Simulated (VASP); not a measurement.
# Pd (P6_3/mmc) in VASP: further runs

Pd is run at these levels: LDA; tasks: single point.

Program: VASP 6.6.1. These are calculated values, not measurements. Logs are shortened: lines on timing, memory, paths and dates and some standing lists are left out, and cuts for length are marked.

### Step 1. The cell of the first run

Symmetry: P6_3/mmc, No. 194, hexagonal system. Conventional cell: a = 2.587 Å, b = 2.587 Å, c = 4.323 Å, α = 90.00°, β = 90.00°, γ = 120.00°. Within 3.4 Å of Pd (site symmetry -6m2) lie 12 Pd at 2.59 to 2.63 Å.

### Step 2. Single point, LDA (volume scaled by 0.88)

The input, INCAR:

```
SYSTEM = Pd
  PREC = Accurate
  ENCUT = 520
  EDIFF = 1E-6
  ISMEAR = -1
  SIGMA = 0.1
  LREAL = .FALSE.
  LASPH = .TRUE.
  NELM = 100
  ALGO = Normal
  ISIF = 2
  LWAVE = .FALSE.
  LCHARG = .FALSE.
  NBANDS = 17
```

The input, KPOINTS:

```
Automatic mesh
0
G
  15 15 8
  0 0 0
```

The input, POSCAR:

```
Pd
1.0
    2.5867514834      0.0000000000      0.0000000000
   -1.2933757417      2.2401924979      0.0000000000
    0.0000000000      0.0000000000      4.3232456725
Pd
2
Direct
    0.3333333333      0.6666666667      0.2500000000
    0.6666666667      0.3333333333      0.7500000000
```

Potentials or basis: VASP PAW LDA potentials, release 64 (Pd).

On the command line:

```bash
> cat potpaw_LDA.64/Pd/POTCAR > POTCAR
> mpirun -np 1 vasp_std > vasp.out
```

OUTCAR:

```text
SYSTEM = Pd
   PREC = Accurate
   ENCUT = 520
   EDIFF = 1E-6
   ISMEAR = -1
   LREAL = .FALSE.
   LASPH = .TRUE.
   NELM = 100
   ISIF = 2

 ion  position               nearest neighbor table
   1  0.333  0.667  0.250-   2 2.63   2 2.63   2 2.63   2 2.63   2 2.63   2 2.63
   2  0.667  0.333  0.750-   1 2.63   1 2.63   1 2.63   1 2.63   1 2.63   1 2.63

  LATTYP: Found a hexagonal cell.
 ALAT       =     2.5867514834
 C/A-ratio  =     1.6713030611

  Lattice vectors:

 A1 = (   2.5867514834,   0.0000000000,   0.0000000000)
 A2 = (  -1.2933757417,   2.2401924979,   0.0000000000)
 A3 = (   0.0000000000,   0.0000000000,   4.3232456725)

Analysis of symmetry for initial positions (statically):
=====================================================================
 Subroutine PRICEL returns:
 Original cell was already a primitive cell.

 Routine SETGRP: Setting up the symmetry group for a
 hexagonal supercell.

 Subroutine GETGRP returns: Found 24 space group operations
 (whereof 12 operations were pure point group operations)
 out of a pool of 24 trial point group operations.

The static configuration has the point symmetry D_3d.
 The point group associated with its full space group is D_6h.

Analysis of symmetry for dynamics (positions and initial velocities):
=====================================================================
 Subroutine PRICEL returns:
 Original cell was already a primitive cell.

 Routine SETGRP: Setting up the symmetry group for a
 hexagonal supercell.

 Subroutine GETGRP returns: Found 24 space group operations
 (whereof 12 operations were pure point group operations)
 out of a pool of 24 trial point group operations.

The dynamic configuration has the point symmetry D_3d.
 The point group associated with its full space group is D_6h.

 Subroutine INISYM returns: Found 24 space group operations
 (whereof 12 operations are pure point group operations),
 and found     1 'primitive' translations

----------------------------------------------------------------------------------------

                                     Primitive cell

  volume of cell :      25.0524

  direct lattice vectors                    reciprocal lattice vectors
     2.586751483  0.000000000  0.000000000     0.386585262  0.223195105  0.000000000
    -1.293375742  2.240192498  0.000000000     0.000000000  0.446390210  0.000000000
     0.000000000  0.000000000  4.323245672     0.000000000  0.000000000  0.231307697

  length of vectors
     2.586751483  2.586751483  4.323245672     0.446390210  0.446390210  0.231307697

  position of ions in fractional coordinates (direct lattice)
     0.333333333  0.666666667  0.250000000
     0.666666667  0.333333333  0.750000000

  ion indices of the primitive-cell ions
   primitive index   ion index
                 1           1
                 2           2

----------------------------------------------------------------------------------------

 KPOINTS: Automatic mesh

Automatic generation of k-mesh.
 Grid dimensions read from file:
 generate k-points for:   15   15    8

 Generating k-lattice:

  Cartesian coordinates                     Fractional coordinates (reciprocal lattice)
     0.025772351  0.014879674  0.000000000     0.066666667  0.000000000  0.000000000
     0.000000000  0.029759347  0.000000000     0.000000000  0.066666667  0.000000000
     0.000000000  0.000000000  0.028913462     0.000000000  0.000000000  0.125000000

  Length of vectors
     0.029759347  0.029759347  0.028913462

  Shift w.r.t. Gamma in fractional coordinates (k-lattice)
     0.000000000  0.000000000  0.000000000

 Subroutine IBZKPT returns following result:
 ===========================================

 Found    135 irreducible k-points:

 Following reciprocal coordinates:
            Coordinates               Weight
  0.000000  0.000000  0.000000      1.000000
  0.066667 -0.000000  0.000000      6.000000
  0.133333 -0.000000  0.000000      6.000000
  0.200000  0.000000  0.000000      6.000000
  0.266667 -0.000000  0.000000      6.000000
  0.333333 -0.000000  0.000000      6.000000
[... 16 lines left out ...]
  0.333333  0.200000  0.000000     12.000000
  0.400000  0.200000  0.000000      6.000000
 [... further k-points ...]
   k-points           NKPTS =    135   k-points in BZ     NKDIM =    135   number of bands    NBANDS=     17
   number of dos      NEDOS =    301   number of ions     NIONS =      2
   total plane-waves  NPLWV =  12800
   dimension x,y,z NGX =    20 NGY =   20 NGZ =   32
   dimension x,y,z NGXF=    40 NGYF=   40 NGZF=   64
   ions per type =               2
   NGX,Y,Z   is equivalent  to a cutoff of  12.85, 12.85, 12.31 a.u.
   NGXF,Y,Z  is equivalent  to a cutoff of  25.71, 25.71, 24.61 a.u.
 SYSTEM =  Pd
   PREC   = accura    normal or accurate (medium, high low for compatibility)
   ISTART =      0    job   : 0-new  1-cont  2-samecut
   ICHARG =      2    charge: 1-file 2-atom 10-const
   ISPIN  =      1    spin polarized calculation?
   LNONCOLLINEAR =      F non collinear calculations
   LSORBIT =      F    spin-orbit coupling
   LASPH  =      T    aspherical Exc in radial PAW
   ENCUT  =  520.0 eV  38.22 Ry    6.18 a.u.   4.81  4.81  8.04*2*pi/ulx,y,z
   NELM   =    100;   NELMIN=  2; NELMDL= -5     # of ELM steps
   EDIFF  = 0.1E-05   stopping-criterion for ELM
   LREAL  =      F    real-space projection
   EDIFFG = 0.1E-04   stopping-criterion for IOM
   NSW    =      0    number of steps for IOM
   IBRION =     -1    ionic relax: 0-MD 1-quasi-New 2-CG
   NFREE  =      0    steps in history (QN), initial steepest desc. (CG)
   ISIF   =      2    stress and relaxation
   ISYM   =      2    0-nonsym 1-usesym 2-fastsym
   POTIM  = 0.5000    time-step for ionic-motion
   TEBEG  =    0.0;   TEEND  =   0.0 temperature during run
   PSTRESS=    0.0 pullay stress
   NELECT =      20.0000    total number of electrons
   NUPDOWN=      -1.0000    fix difference up-down
   EMIN   =  10.00;   EMAX   =-10.00  energy-range for DOS
   EFERMI =   0.00;   METHOD = LEGACY
   ISMEAR =    -1;   SIGMA  =   0.10  broadening in eV -4-tet -1-fermi 0-gaus
   EFERMI_NEDOS =   21; number of points for ismear=-14 and -15
   IALGO  =     38    algorithm
   IMIX   =      4    mixing-type and parameters
     AMIX     =   0.40;   BMIX     =  1.00
[... 27 lines left out ...]

 E-fermi :  12.7126     XC(G=0): -14.5360

 val. band max:       12.7054339852   @ k =   0.4667   0.0667   0.5000
 cond. band min:      12.7138723879   @ k =   0.4667  -0.0000   0.0000
 fundamental gap:      0.0084384027
 Fermi energy:        12.7125506575

 k-point     1 :       0.0000    0.0000    0.0000
  band No.  band energies     occupation
      1       4.0869      2.00000
      2       5.8812      2.00000
      3       8.7696      2.00000
      4       9.0729      2.00000
      5       9.0729      2.00000
      6       9.5435      2.00000
[... 9 lines left out ...]
     16      32.5908      0.00000
     17      37.1207      0.00000

 k-point     2 :       0.0667   -0.0000    0.0000
  band No.  band energies     occupation
      1       4.2571      2.00000
      2       6.0111      2.00000
      3       8.6602      2.00000
      4       9.1570      2.00000
      5       9.2005      2.00000
      6       9.4757      2.00000
[... 9 lines left out ...]
     16      32.7419      0.00000
     17      36.0350      0.00000

 k-point     3 :       0.1333   -0.0000    0.0000
  band No.  band energies     occupation
      1       4.7405      2.00000
      2       6.3486      2.00000
      3       8.4077      2.00000
      4       9.2068      2.00000
      5       9.5120      2.00000
      6       9.5728      2.00000
[... 9 lines left out ...]
     16      32.7002      0.00000
     17      34.2835      0.00000

 k-point     4 :       0.2000    0.0000    0.0000
  band No.  band energies     occupation
      1       5.4357      2.00000
      2       6.6808      2.00000
      3       8.2417      2.00000
      4       8.7377      2.00000
      5       9.0226      2.00000
      6       9.9118      2.00000
[... 9 lines left out ...]
     16      32.3855      0.00000
     17      32.9191      0.00000

 k-point     5 :       0.2667   -0.0000    0.0000
  band No.  band energies     occupation
      1       6.0947      2.00000
      2       6.6835      2.00000
      3       7.8894      2.00000
      4       8.4792      2.00000
      5       9.0128      2.00000
      6       9.6236      2.00000
[... 9 lines left out ...]
     16      30.7436      0.00000
     17      33.3007      0.00000

 k-point     6 :       0.3333   -0.0000    0.0000
  band No.  band energies     occupation
      1       6.2601      2.00000
      2       6.6046      2.00000
      3       7.2232      2.00000
      4       9.0314      2.00000
      5       9.3260      2.00000
      6       9.3746      2.00000
[... 9 lines left out ...]
     16      29.4581      0.00000
     17      31.8930      0.00000

 k-point     7 :       0.4000   -0.0000    0.0000
  band No.  band energies     occupation
      1       6.0531      2.00000
      2       6.5953      2.00000
      3       6.7673      2.00000
      4       9.1937      2.00000
      5       9.4493      2.00000
      6       9.5386      2.00000
[... 9 lines left out ...]
     16      28.3750      0.00000
     17      29.5405      0.00000

 k-point     8 :       0.4667   -0.0000    0.0000
  band No.  band energies     occupation
      1       5.9139      2.00000
      2       6.5361      2.00000
      3       6.5518      2.00000
      4       9.0990      2.00000
      5       9.3424      2.00000
      6       9.7896      2.00000
[... 9 lines left out ...]
     16      27.5984      0.00000
     17      27.7475      0.00000
[... 203 lines left out ...]
      1       6.5247      2.00000
      2       6.8023      2.00000
      3       7.0034      2.00000
      4       8.8768      2.00000
      5       9.0965      2.00000
      6       9.5238      2.00000
[... 9 lines left out ...]
     16      28.7490      0.00000
     17      29.7796      0.00000

 k-point    20 :       0.4000    0.1333    0.0000
  band No.  band energies     occupation
      1       6.3767      2.00000
      2       6.6006      2.00000
      3       6.9695      2.00000
      4       8.9069      2.00000
      5       9.2955      2.00000
      6       9.5462      2.00000
[... 9 lines left out ...]
     16      27.9843      0.00000
     17      28.0286      0.00000

 k-point    21 :       0.2000    0.2000    0.0000
  band No.  band energies     occupation
      1       7.1115      2.00000
      2       7.3031      2.00000
      3       7.4015      2.00000
      4       7.6464      2.00000
      5       8.8304      2.00000
      6       9.3070      2.00000
[... 9 lines left out ...]
     16      30.0297      0.00000
     17      32.3859      0.00000

 k-point    22 :       0.2667    0.2000    0.0000
  band No.  band energies     occupation
      1       6.9406      2.00000
      2       7.0982      2.00000
      3       7.3635      2.00000
      4       8.2669      2.00000
      5       8.7141      2.00000
      6       9.6107      2.00000
[... 9 lines left out ...]
     16      29.3762      0.00000
     17      31.0700      0.00000

 k-point    23 :       0.3333    0.2000    0.0000
  band No.  band energies     occupation
      1       6.7085      2.00000
      2       6.9262      2.00000
      3       7.3609      2.00000
      4       8.7367      2.00000
      5       8.8289      2.00000
      6       9.3194      2.00000
[... 9 lines left out ...]
     16      28.6608      0.00000
     17      29.0176      0.00000

 k-point    24 :       0.4000    0.2000    0.0000
  band No.  band energies     occupation
      1       6.6288      2.00000
      2       6.8606      2.00000
      3       7.3533      2.00000
      4       8.8003      2.00000
      5       9.0426      2.00000
      6       9.1564      2.00000
[... 9 lines left out ...]
     16      27.8962      0.00000
     17      28.1530      0.00000

 [... further k-points ...]

------------------------ aborting loop because EDIFF is reached ----------------------------------------

  FORCE on cell =-STRESS in cart. coord.  units (eV):
  Direction    XX          YY          ZZ          XY          YZ          ZX
  --------------------------------------------------------------------------------------
  -------------------------------------------------------------------------------------
  Total        6.3968538      6.3968538      6.1991455      0.0000000      0.0000000      0.0000000
  in kB      409.0977068    409.0977068    396.4536778      0.0000000      0.0000000      0.0000000
  external PRESSURE =     404.8830304 kB  Pullay stress =       0.0000000 kB

 VOLUME and BASIS-vectors are now :
 -----------------------------------------------------------------------------
  energy-cutoff  :      520.00
  volume of cell :       25.05
      direct lattice vectors                 reciprocal lattice vectors
     2.586751483  0.000000000  0.000000000     0.386585262  0.223195105  0.000000000
    -1.293375742  2.240192498  0.000000000     0.000000000  0.446390210  0.000000000
     0.000000000  0.000000000  4.323245672     0.000000000  0.000000000  0.231307697

 POSITION                                       TOTAL-FORCE (eV/Angst)
 -----------------------------------------------------------------------------------
     -0.00000      1.49346      1.08081        -0.000000      0.000000      0.000000
      1.29338      0.74673      3.24243         0.000000     -0.000000      0.000000
 -----------------------------------------------------------------------------------
    total drift:                               -0.000000      0.000000     -0.000000

  FREE ENERGIE OF THE ION-ELECTRON SYSTEM (eV)
  ---------------------------------------------------
  free  energy   TOTEN  =       -12.6048666893 eV

  energy  without entropy=      -12.4910300870  energy(sigma->0) =      -12.54794839
```

Wall time 15 s (1 thread of Intel Xeon 6975P-C (Granite Rapids), shared host); peak memory 0.16 GiB.

What came out:

```
Free energy            : -12.6049 eV
Pressure               : 40.5 GPa
Band gap on the k mesh : zero (band 10 reaches 12.97 eV, above the bottom of band 11 at 11.78 eV)
```

Stress tensor (GPa, compression positive):
```
40.91  0.00  0.00
 0.00 40.91  0.00
 0.00  0.00 39.65
```

Caveat: the cell differs from its parent crystal (volume scaled by 0.88).

### Step 3. Single point, LDA (volume scaled by 0.92)

The input, INCAR:

```
ALGO     = Normal         # electronic algorithm
EDIFF    = 1E-6           # SCF threshold, eV
ENCUT    = 520            # plane-wave cutoff, eV
ISIF     = 2              # what is computed and relaxed
ISMEAR   = -1             # smearing method
LASPH    = True           # aspherical terms in the spheres
LCHARG   = False          # write CHGCAR
LREAL    = False          # projectors in reciprocal space
LWAVE    = False          # write WAVECAR
NBANDS   = 17             # bands
NELM     = 60             # most SCF steps
PREC     = Accurate       # precision mode
SIGMA    = 0.1            # smearing width, eV
```

The input, KPOINTS:

```
k-points
0
Gamma
  15 15 8
```

The input, POSCAR:

```
Pd
1.0
    2.6253654073      0.0000000000      0.0000000000
   -1.3126827037      2.2736331370      0.0000000000
    0.0000000000      0.0000000000      4.3877812418
Pd
2
Direct
    0.3333333333      0.6666666667      0.2500000000
    0.6666666667      0.3333333333      0.7500000000
```

Potentials or basis: VASP PAW LDA potentials, release 64 (Pd).

On the command line:

```bash
> cat potpaw_LDA.64/Pd/POTCAR > POTCAR
> mpirun -np 1 vasp_std > vasp.out
```

Wall time 17 s (1 thread of Intel Xeon 6975P-C (Granite Rapids), shared host); peak memory 0.16 GiB.

It converged, with:

```
Free energy            : -12.8310 eV
Pressure               : 23.6 GPa
Band gap on the k mesh : zero (band 10 reaches 12.05 eV, above the bottom of band 11 at 10.94 eV)
```

Stress tensor (GPa, compression positive):
```
23.89  0.00  0.00
 0.00 23.89  0.00
 0.00  0.00 22.96
```

Levels at points of the mesh, in eV from the Fermi level:
```csv
k point,band 7,band 8,band 9,band 10,band 11,band 12,band 13,band 14
"(0.00, 0.00, 0.00)",-2.95,-2.06,-2.06,-0.31,-0.31,0.42,7.86,17.15
"(0.00, 0.00, 0.50)",-3.43,-3.43,-0.87,-0.87,-0.87,-0.87,14.88,14.88
```

Caveat: the cell differs from its parent crystal (volume scaled by 0.92).

### Step 4. Single point, LDA (volume scaled by 0.96)

The input, INCAR:

```
SYSTEM = Pd
PREC = Accurate
ENCUT = 520
EDIFF = 1E-6
ISMEAR = -1
SIGMA = 0.1
LREAL = .FALSE.
LASPH = .TRUE.
NELM = 80
ALGO = Normal
ISIF = 2
LWAVE = .FALSE.
LCHARG = .FALSE.
NBANDS = 17
```

The input, KPOINTS:

```
Automatic mesh
0
G
  15 15 8
  0 0 0
```

The input, POSCAR:

```
Pd
1.0
    2.6628756953      0.0000000000      0.0000000000
   -1.3314378476      2.3061179992      0.0000000000
    0.0000000000      0.0000000000      4.4504723008
Pd
2
Direct
    0.3333333333      0.6666666667      0.2500000000
    0.6666666667      0.3333333333      0.7500000000
```

On the command line:

```bash
> cat potpaw_LDA.64/Pd/POTCAR > POTCAR
> mpirun -np 1 vasp_std > vasp.out
```

Wall time 17 s (1 thread of Intel Xeon 6975P-C (Granite Rapids), shared host); peak memory 0.16 GiB.

Results (log left out):

| Quantity | Value |
| --- | --- |
| Free energy | -12.9509 eV |
| Pressure | 10.5 GPa |
| Band gap on the k mesh | zero (band 10 reaches 11.21 eV, above the bottom of band 11 at 10.18 eV) |

Stress tensor (GPa, compression positive):
```
10.69  0.00  0.00
 0.00 10.69  0.00
 0.00  0.00 10.01
```

Levels at points of the mesh, in eV from the Fermi level:
| k point | band 7 | band 8 | band 9 | band 10 | band 11 | band 12 | band 13 | band 14 |
| --- | --- | --- | --- | --- | --- | --- | --- | --- |
| (0.00, 0.00, 0.00) | -2.76 | -1.92 | -1.92 | -0.29 | -0.29 | 0.52 | 7.49 | 17.16 |
| (0.00, 0.00, 0.50) | -3.20 | -3.20 | -0.82 | -0.82 | -0.82 | -0.82 | 14.56 | 14.56 |

Caveat: the cell differs from its parent crystal (volume scaled by 0.96).

### Step 5. Single point, LDA

This run uses another cell than the first one, of 14.23 Å³/atom, 1.136 times its volume.

INCAR is that of step 4.

KPOINTS is that of step 4.

The input, POSCAR:

```
Pd
1.0
    2.6993579780      0.0000000000      0.0000000000
   -1.3496789890      2.3377125828      0.0000000000
    0.0000000000      0.0000000000      4.5114452516
Pd
2
Direct
    0.3333333333      0.6666666667      0.2500000000
    0.6666666667      0.3333333333      0.7500000000
```

On the command line:

```bash
> cat potpaw_LDA.64/Pd/POTCAR > POTCAR
> mpirun -np 1 vasp_std > vasp.out
```

It took 17 s on 1 thread of Intel Xeon 6975P-C (Granite Rapids), shared host; peak memory 0.17 GiB.

It converged, with:

```yaml
Free_energy: -12.9883 eV
Pressure: 0.3 GPa
Band_gap_on_the_k_mesh: zero (band 10 reaches 10.44 eV, above the bottom of band 11 at 9.48 eV)
```

Stress tensor (GPa, compression positive):
```
 0.45  0.00  0.00
 0.00  0.45  0.00
 0.00  0.00 -0.04
```

Levels at points of the mesh, in eV from the Fermi level:
```csv
k point,band 8,band 9,band 10,band 11,band 12,band 13
"(0.00, 0.00, 0.00)",-1.80,-1.80,-0.27,-0.27,0.62,7.15
"(0.00, 0.00, 0.50)",-3.00,-0.77,-0.77,-0.77,-0.77,14.24
```

### Step 6. The runs side by side

```csv
cell,gap on the mesh (eV),pressure (GPa)
"a = 2.587, b = 2.587, c = 4.323 Å, angles 90.0, 90.0, 120.0°, 2 atoms",none,40.5
"a = 2.625, b = 2.625, c = 4.388 Å, angles 90.0, 90.0, 120.0°, 2 atoms",none,23.6
"a = 2.663, b = 2.663, c = 4.450 Å, angles 90.0, 90.0, 120.0°, 2 atoms",none,10.5
"a = 2.699, b = 2.699, c = 4.511 Å, angles 90.0, 90.0, 120.0°, 2 atoms",none,0.3
```

Alike in all rows: task single point; level LDA; potentials or basis VASP PAW LDA potentials, release 64 (Pd); no spin polarisation; k mesh 15 × 15 × 8; cutoff (eV) 520; smearing fermi-dirac 0.1 eV.

Absolute energies hang on the potentials; compare differences alone.
